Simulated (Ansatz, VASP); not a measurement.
GeOs2 in VASP and in Ansatz

```
CELL_PARAMETERS angstrom
4.34616 0.00000 0.00000
-2.17308 3.76388 0.00000
0.00000 0.00000 2.82418
ATOMIC_POSITIONS crystal
Ge 0.00000 0.00000 0.00000
Os 0.33333 0.66667 0.50000
Os 0.66667 0.33333 0.50000
```

Alike in both runs: functional PBE; k mesh 6 × 6 × 4; occupations gaussian, width 0.1 eV; no spin polarisation.

Ansatz relaxed the structure, and its values are those at the end. VASP's run is a single point on that final structure, the one shown.

```csv
,VASP,Ansatz
version,VASP 6.6.1,Ansatz 0.2.0
potentials or method,"VASP PAW PBE potentials, release 64 (Ge_d, Os), cutoff 520 eV","scalar-relativistic, plane waves, PAW"
valence electrons in the cell,30,46
```

Ansatz gave:

- gap on the k mesh at the Fermi level (eV): none
- pressure (GPa): -0.2

Task: Which values does VASP return?

Result: gap on the k mesh at the Fermi level (eV): none; pressure (GPa): 0.0.

A gap of «none» marks a metal or a gap that the smearing closes. The functional is the same, so the differences come from potentials, cutoffs and numerics. VASP's potentials hold 30 valence electrons a cell and Ansatz's 46, so a difference there can come from the potentials and not from the codes.

The k mesh is coarse, so the values compare programs but aren't converged. Spin-orbit coupling is off throughout.
